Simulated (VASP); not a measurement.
SiC (CsCl type): single point with PBE

Crystal: SiC (CsCl type).

```xyz
2
Lattice="2.4762 0.0000 0.0000 0.0000 2.4762 0.0000 0.0000 0.0000 2.4762" Properties=species:S:1:pos:R:3 pbc="T T T"
Si    0.0000    0.0000    0.0000
C     1.2381    1.2381    1.2381
```

```yaml
Program: VASP 6.6.1
Task: single point
Functional: PBE
Potentials_or_basis: VASP PAW PBE potentials, release 64 (Si, C)
Cutoff: 520 eV
k_mesh: 15 × 15 × 15
Occupations: fermi-dirac, width 0.1 eV
Spin: no spin polarisation
Dipole_correction: no
Further_INCAR_settings: ALGO = Normal; EDIFF = 1e-06; NBANDS = 11
```

```
Pressure               : 51.0 GPa
Band gap on the k mesh : zero (band 4 reaches 15.57 eV, above the bottom of band 5 at 11.19 eV)
```

Levels at points of the mesh, in eV from the Fermi level:
```tsv
k point	band 1	band 2	band 3	band 4	band 5	band 6	band 7	band 8
(0.00, 0.00, 0.00)	-19.87	-1.39	-1.39	-1.39	4.05	4.47	4.47	15.63
```

It took 6.8 s on 1 thread of Intel(R) Xeon(R) 6975P-C (Granite Rapids), on a shared host, peak memory 0.13 GiB.
